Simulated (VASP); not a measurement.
# VN2 (I4/mcm) in VASP: notebook

Runs on VN2. Level: PBE. Tasks: single point.

All numbers are computed with VASP 6.6.1; they aren't measurements. Logs are shortened: lines on timing, memory, paths and dates and some standing lists are left out, and cuts for length are marked.

### 1 The cell of the first run

It takes space group I4/mcm (No. 140, tetragonal). Conventional cell: a = 4.301 Å, b = 4.301 Å, c = 4.983 Å, α = 90.00°, β = 90.00°, γ = 90.00°. Within 2.8 Å of V (site symmetry 422) lie 8 N at 2.13 Å and 2 V at 2.49 Å. N (site symmetry m2m) has 1 N at 1.40 Å within 1.9 Å.

### 2 Single point, PBE

The input, INCAR:

```
PREC = Accurate ; ENCUT = 520
EDIFF = 1E-7 ; ISMEAR = 0
SIGMA = 0.1 ; LREAL = F
LASPH = T ; NELM = 60
ALGO = Normal ; ISIF = 2
LWAVE = F ; LCHARG = T
GGA = PE ; LELF = T
LVHAR = T ; NBANDS = 32
```

The input, KPOINTS:

```
Automatic mesh
0
Gamma
  6 6 6
```

The input, POSCAR:

```
VN2
1.0
   -2.1507500000      2.1507500000      2.4913500000
    2.1507500000     -2.1507500000      2.4913500000
    2.1507500000      2.1507500000     -2.4913500000
V N
2 4
Direct
    0.2500000000      0.2500000000      0.0000000000
    0.7500000000      0.7500000000      0.0000000000
    0.1151000000      0.6151000000      0.7302000000
    0.6151000000      0.8849000000      0.5000000000
    0.8849000000      0.3849000000      0.2698000000
    0.3849000000      0.1151000000      0.5000000000
```

Potentials or basis: VASP PAW PBE potentials, release 64 (V_sv, N).

Launch:

```
$ cat potpaw_PBE.64/V_sv/POTCAR potpaw_PBE.64/N/POTCAR > POTCAR
$ mpirun -np 1 vasp_std > vasp.out
```

OUTCAR:

```text
PREC = Accurate
   ENCUT = 520
   EDIFF = 1E-7
   ISMEAR = 0
   LREAL = F
   LASPH = T
   NELM = 60
   ISIF = 2
   GGA = PE

 ion  position               nearest neighbor table
   1  0.250  0.250  0.000-   5 2.13   3 2.13   4 2.13   6 2.13   6 2.13   3 2.13   4 2.13   5 2.13
                             2 2.49   2 2.49
   2  0.750  0.750  0.000-   5 2.13   3 2.13   4 2.13   6 2.13   4 2.13   6 2.13   3 2.13   5 2.13
                             1 2.49   1 2.49
   3  0.115  0.615  0.730-   5 1.40   1 2.13   1 2.13   2 2.13   2 2.13
   4  0.615  0.885  0.500-   6 1.40   2 2.13   1 2.13   2 2.13   1 2.13
   5  0.885  0.385  0.270-   3 1.40   2 2.13   1 2.13   2 2.13   1 2.13
   6  0.385  0.115  0.500-   4 1.40   1 2.13   2 2.13   1 2.13   2 2.13

  LATTYP: Found a body centered tetragonal cell.
 ALAT       =     4.3015000000
 C/A-ratio  =     1.1583633616

  Lattice vectors:

 A1 = (  -2.1507500000,   2.1507500000,   2.4913500000)
 A2 = (   2.1507500000,  -2.1507500000,   2.4913500000)
 A3 = (   2.1507500000,   2.1507500000,  -2.4913500000)

Analysis of symmetry for initial positions (statically):
=====================================================================
 Subroutine PRICEL returns:
 Original cell was already a primitive cell.

 Routine SETGRP: Setting up the symmetry group for a
 body centered tetragonal supercell.

 Subroutine GETGRP returns: Found 16 space group operations
 (whereof  8 operations were pure point group operations)
 out of a pool of 16 trial point group operations.

The static configuration has the point symmetry C_4h.
 The point group associated with its full space group is D_4h.

Analysis of symmetry for dynamics (positions and initial velocities):
=====================================================================
 Subroutine PRICEL returns:
 Original cell was already a primitive cell.

 Routine SETGRP: Setting up the symmetry group for a
 body centered tetragonal supercell.

 Subroutine GETGRP returns: Found 16 space group operations
 (whereof  8 operations were pure point group operations)
 out of a pool of 16 trial point group operations.

The dynamic configuration has the point symmetry C_4h.
 The point group associated with its full space group is D_4h.

 Subroutine INISYM returns: Found 16 space group operations
 (whereof  8 operations are pure point group operations),
 and found     1 'primitive' translations

----------------------------------------------------------------------------------------

                                     Primitive cell

  volume of cell :      46.0972

  direct lattice vectors                    reciprocal lattice vectors
    -2.150750000  2.150750000  2.491350000     0.000000000  0.232477043  0.200694403
     2.150750000 -2.150750000  2.491350000     0.232477043  0.000000000  0.200694403
     2.150750000  2.150750000 -2.491350000     0.232477043  0.232477043  0.000000000

  length of vectors
     3.931701406  3.931701406  3.931701406     0.307121830  0.307121830  0.328772187

  position of ions in fractional coordinates (direct lattice)
     0.250000000  0.250000000  0.000000000
     0.750000000  0.750000000  0.000000000
     0.115100000  0.615100000  0.730200000
     0.615100000  0.884900000  0.500000000
     0.884900000  0.384900000  0.269800000
     0.384900000  0.115100000  0.500000000

  ion indices of the primitive-cell ions
   primitive index   ion index
                 1           1
                 2           2
                 3           3
                 4           4
                 5           5
                 6           6

----------------------------------------------------------------------------------------

 KPOINTS: Automatic mesh

Automatic generation of k-mesh.
 Grid dimensions read from file:
 generate k-points for:    6    6    6

 Generating k-lattice:

  Cartesian coordinates                     Fractional coordinates (reciprocal lattice)
     0.000000000  0.038746174  0.033449067     0.166666667  0.000000000  0.000000000
     0.038746174  0.000000000  0.033449067     0.000000000  0.166666667  0.000000000
     0.038746174  0.038746174  0.000000000     0.000000000  0.000000000  0.166666667

  Length of vectors
     0.051186972  0.051186972  0.054795364

  Shift w.r.t. Gamma in fractional coordinates (k-lattice)
     0.000000000  0.000000000  0.000000000

 Subroutine IBZKPT returns following result:
 ===========================================

 Found     30 irreducible k-points:

 Following reciprocal coordinates:
            Coordinates               Weight
  0.000000  0.000000  0.000000      1.000000
  0.166667 -0.000000  0.000000      8.000000
  0.333333 -0.000000  0.000000      8.000000
  0.500000  0.000000  0.000000      4.000000
  0.166667  0.166667  0.000000      8.000000
  0.333333  0.166667  0.000000     16.000000
[... 16 lines left out ...]
 -0.333333 -0.333333  0.166667      8.000000
 -0.166667 -0.333333  0.166667      8.000000
 [... further k-points ...]
   k-points           NKPTS =     30   k-points in BZ     NKDIM =     30   number of bands    NBANDS=     32
   number of dos      NEDOS =    301   number of ions     NIONS =      6
   total plane-waves  NPLWV =  27000
   dimension x,y,z NGX =    30 NGY =   30 NGZ =   30
   dimension x,y,z NGXF=    60 NGYF=   60 NGZF=   60
   ions per type =               2   4
   NGX,Y,Z   is equivalent  to a cutoff of  12.69, 12.69, 12.69 a.u.
   NGXF,Y,Z  is equivalent  to a cutoff of  25.37, 25.37, 25.37 a.u.
 SYSTEM =  unknown system
   PREC   = accura    normal or accurate (medium, high low for compatibility)
   ISTART =      0    job   : 0-new  1-cont  2-samecut
   ICHARG =      2    charge: 1-file 2-atom 10-const
   ISPIN  =      1    spin polarized calculation?
   LNONCOLLINEAR =      F non collinear calculations
   LSORBIT =      F    spin-orbit coupling
   LASPH  =      T    aspherical Exc in radial PAW
   ENCUT  =  520.0 eV  38.22 Ry    6.18 a.u.   7.31  7.31  7.31*2*pi/ulx,y,z
   NELM   =     60;   NELMIN=  2; NELMDL= -5     # of ELM steps
   EDIFF  = 0.1E-06   stopping-criterion for ELM
   LREAL  =      F    real-space projection
   EDIFFG = 0.1E-05   stopping-criterion for IOM
   NSW    =      0    number of steps for IOM
   IBRION =     -1    ionic relax: 0-MD 1-quasi-New 2-CG
   NFREE  =      0    steps in history (QN), initial steepest desc. (CG)
   ISIF   =      2    stress and relaxation
   ISYM   =      2    0-nonsym 1-usesym 2-fastsym
   POTIM  = 0.5000    time-step for ionic-motion
   TEBEG  =    0.0;   TEEND  =   0.0 temperature during run
   PSTRESS=    0.0 pullay stress
   NELECT =      46.0000    total number of electrons
   NUPDOWN=      -1.0000    fix difference up-down
   EMIN   =  10.00;   EMAX   =-10.00  energy-range for DOS
   EFERMI =   0.00;   METHOD = LEGACY
   ISMEAR =     0;   SIGMA  =   0.10  broadening in eV -4-tet -1-fermi 0-gaus
   EFERMI_NEDOS =   21; number of points for ismear=-14 and -15
   IALGO  =     38    algorithm
   IMIX   =      4    mixing-type and parameters
     AMIX     =   0.40;   BMIX     =  1.00
     AMIX_MAG =   1.60;   BMIX_MAG =  1.00
  volume/ion in A,a.u.               =       7.68        51.85
  Fermi-wavevector in a.u.,A,eV,Ry     =   1.635947  3.091492 36.413581  2.676323
  Thomas-Fermi vector in A             =   2.727335
   LORBIT       =      0    0 simple, 1 ext, 2 COOP (PROOUT), +10 PAW based schemes
   GGA     = PE    functional components
   LHFCALC =     F    Hartree Fock is set to
   AEXX    =    0.0000 exact exchange contribution
   IVDW    =     0    specifies the selected vdW correction
   LEPSILON=     F    determine dielectric tensor
   LRPA    =     F    only Hartree local field effects (RPA)
 non-spin polarized calculation
 Gauss-broadening in eV      SIGMA  =   0.10
  energy-cutoff  :      520.00
  volume of cell :       46.10
 maximum number of plane-waves:      1268
 NGX is ok and might be reduce to    30
   NGX = 15   NGY = 15   NGZ = 15

 number of electron      46.0000009 magnetization

 Free energy of the ion-electron system (eV)
  ---------------------------------------------------
  ext. energy  EPLUGINS =         0.00000000
  ---------------------------------------------------
  free energy    TOTEN  =       -53.34678749 eV

  energy without entropy =      -53.33329556  energy(sigma->0) =      -53.34004153

 E-fermi :  11.4380     XC(G=0): -13.6659

 val. band max:       11.4252518833   @ k =   0.5000   0.5000   0.3333
 cond. band min:      11.4521402820   @ k =   0.5000   0.5000   0.0000
 fundamental gap:      0.0268883988
 Fermi energy:        11.4380290584

 k-point     1 :       0.0000    0.0000    0.0000
  band No.  band energies     occupation
      1     -54.1716      2.00000
      2     -54.0104      2.00000
      3     -28.2550      2.00000
      4     -28.0243      2.00000
      5     -28.0243      2.00000
      6     -28.0143      2.00000
[... 24 lines left out ...]
     31      13.6899      0.00000
     32      15.8830      0.00000

 k-point     2 :       0.1667   -0.0000    0.0000
  band No.  band energies     occupation
      1     -54.1607      2.00000
      2     -54.0210      2.00000
      3     -28.2025      2.00000
      4     -28.0267      2.00000
      5     -28.0257      2.00000
      6     -28.0191      2.00000
[... 24 lines left out ...]
     31      14.0866      0.00000
     32      15.4701      0.00000
[... 733 lines left out ...]
     31      14.4524      0.00000
     32      15.2412      0.00000

 k-point    24 :      -0.1667   -0.3333    0.1667
  band No.  band energies     occupation
      1     -54.1025      2.00000
      2     -54.0785      2.00000
      3     -28.0904      2.00000
      4     -28.0887      2.00000
      5     -27.9680      2.00000
      6     -27.9659      2.00000
[... 24 lines left out ...]
     31      14.5802      0.00000
     32      15.0229      0.00000

 [... further k-points ...]

------------------------ aborting loop because EDIFF is reached ----------------------------------------

  FORCE on cell =-STRESS in cart. coord.  units (eV):
  Direction    XX          YY          ZZ          XY          YZ          ZX
  --------------------------------------------------------------------------------------
  -------------------------------------------------------------------------------------
  Total       -0.1460189     -0.1460189      0.0635731      0.0000000     -0.0000000      0.0000000
  in kB       -5.0751036     -5.0751036      2.2095790      0.0000000     -0.0000000      0.0000000
  external PRESSURE =      -2.6468761 kB  Pullay stress =       0.0000000 kB

 VOLUME and BASIS-vectors are now :
 -----------------------------------------------------------------------------
  energy-cutoff  :      520.00
  volume of cell :       46.10
      direct lattice vectors                 reciprocal lattice vectors
    -2.150750000  2.150750000  2.491350000     0.000000000  0.232477043  0.200694403
     2.150750000 -2.150750000  2.491350000     0.232477043  0.000000000  0.200694403
     2.150750000  2.150750000 -2.491350000     0.232477043  0.232477043  0.000000000

 POSITION                                       TOTAL-FORCE (eV/Angst)
 -----------------------------------------------------------------------------------
      0.00000      0.00000      1.24568         0.000000     -0.000000      0.000000
      0.00000      0.00000      3.73703         0.000000      0.000000      0.000000
      2.64585      0.49510      0.00000        -0.283571     -0.283571     -0.000000
      1.65565      0.49510      2.49135         0.283571     -0.283571     -0.000000
     -0.49510      1.65565      2.49135         0.283571      0.283571      0.000000
      0.49510      1.65565      0.00000        -0.283571      0.283571      0.000000
 -----------------------------------------------------------------------------------
    total drift:                                0.000000      0.000000     -0.000000

  FREE ENERGIE OF THE ION-ELECTRON SYSTEM (eV)
  ---------------------------------------------------
  free  energy   TOTEN  =       -53.3467874941 eV

  energy  without entropy=      -53.3332955642  energy(sigma->0) =      -53.34004153
```

Run time: 28 s. Hardware: 1 thread of Intel Xeon 6975P-C (Granite Rapids), shared host; peak memory 0.18 GiB.

What came out:

| Item | Value |
| --- | --- |
| Free energy | -53.3468 eV |
| Pressure | -0.3 GPa |
| Largest force | 0.401 eV/Å |
| Band gap on the k mesh | zero (band 23 reaches 11.61 eV, above the bottom of band 24 at 11.37 eV) |

Forces on the atoms (eV/Å):
```
V    0.000  0.000  0.000
V    0.000  0.000  0.000
N   -0.284 -0.284  0.000
N    0.284 -0.284  0.000
N    0.284  0.284  0.000
N   -0.284  0.284  0.000
```

Stress tensor (GPa, compression positive):
```
-0.51  0.00  0.00
 0.00 -0.51  0.00
 0.00  0.00  0.22
```

Caveat: the run has no spin polarisation, though such a crystal can be magnetic. With open d or f shells a metallic result of PBE can be an artefact of self-interaction; +U or a hybrid may open a gap.

### 3 Single point, PBE

The input, INCAR:

```
PREC = Accurate
ENCUT = 520
EDIFF = 1E-6
ISMEAR = 0
SIGMA = 0.1
LREAL = False
LASPH = True
NELM = 80
ALGO = Normal
ISIF = 2
LWAVE = False
LCHARG = False
GGA = PE
NBANDS = 32
```

The input, KPOINTS:

```
Automatic mesh
0
Gamma
  6 6 6
  0.5 0.5 0.5
```

POSCAR is that of step 2.

Potentials or basis: VASP PAW PBE potentials, release 64 (V_sv, N).

Launch:

```
$ cat potpaw_PBE.64/V_sv/POTCAR potpaw_PBE.64/N/POTCAR > POTCAR
$ mpirun -np 1 vasp_std > vasp.out
```

It took 24 s on 1 thread of Intel Xeon 6975P-C (Granite Rapids), shared host; peak memory 0.17 GiB.

It converged, with:

```yaml
Free_energy: -53.3385 eV
Pressure: -0.2 GPa
Largest_force: 0.367 eV/Å
Band_gap_on_the_k_mesh: zero (band 23 reaches 11.54 eV, above the bottom of band 24 at 11.40 eV)
```

Forces in eV/Å, atoms in the order of the input:
```
V    0.000  0.000  0.000
V    0.000  0.000  0.000
N   -0.259 -0.259  0.000
N    0.259 -0.259  0.000
N    0.259  0.259  0.000
N   -0.259  0.259  0.000
```

Stress tensor (GPa, compression positive):
```
 0.63  0.00  0.00
 0.00  0.63  0.00
 0.00  0.00 -1.98
```

Levels at points of the mesh, in eV from the Fermi level:
```tsv
k point	band 20	band 21	band 22	band 23	band 24	band 25	band 26	band 27
(0.08, 0.08, 0.08)	-3.18	-2.79	-2.39	-2.14	0.67	0.84	0.97	1.09
```

Caveat: the run has no spin polarisation, though such a crystal can be magnetic.
